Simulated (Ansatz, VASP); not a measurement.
One calculation of K2Ge, two programs

```
CELL_PARAMETERS angstrom
5.83721 0.00000 0.00000
-2.91861 5.05517 0.00000
0.00000 0.00000 3.42337
ATOMIC_POSITIONS crystal
K 0.66667 0.33333 0.50000
K 0.33333 0.66667 0.50000
Ge 0.00000 0.00000 0.00000
```

Change from the starting cell: species swapped into the GdSi2 type (P6/mmm, No. 191).

Alike in both runs: functional PBE; k mesh 12 × 12 × 10; occupations gaussian, width 0.1 eV; no spin polarisation.

Ansatz relaxed the structure, and its values are those at the end. VASP's run is a single point on that final structure, the one shown.

|  | VASP | Ansatz |
| --- | --- | --- |
| version | VASP 6.6.1 | Ansatz 0.2.0 |
| potentials or method | VASP PAW PBE potentials, release 64 (K_sv, Ge_d), cutoff 520 eV | scalar-relativistic, plane waves, PAW |
| valence electrons in the cell | 32 | 32 |

```tsv
	VASP	Ansatz	Ansatz less VASP
gap on the k mesh at the Fermi level (eV)	none	none	-
pressure (GPa)	0.0	0.0	+0.02
```

A gap of «none» marks a metal or a gap that the smearing closes. The functional is the same, so the differences come from potentials, cutoffs and numerics.
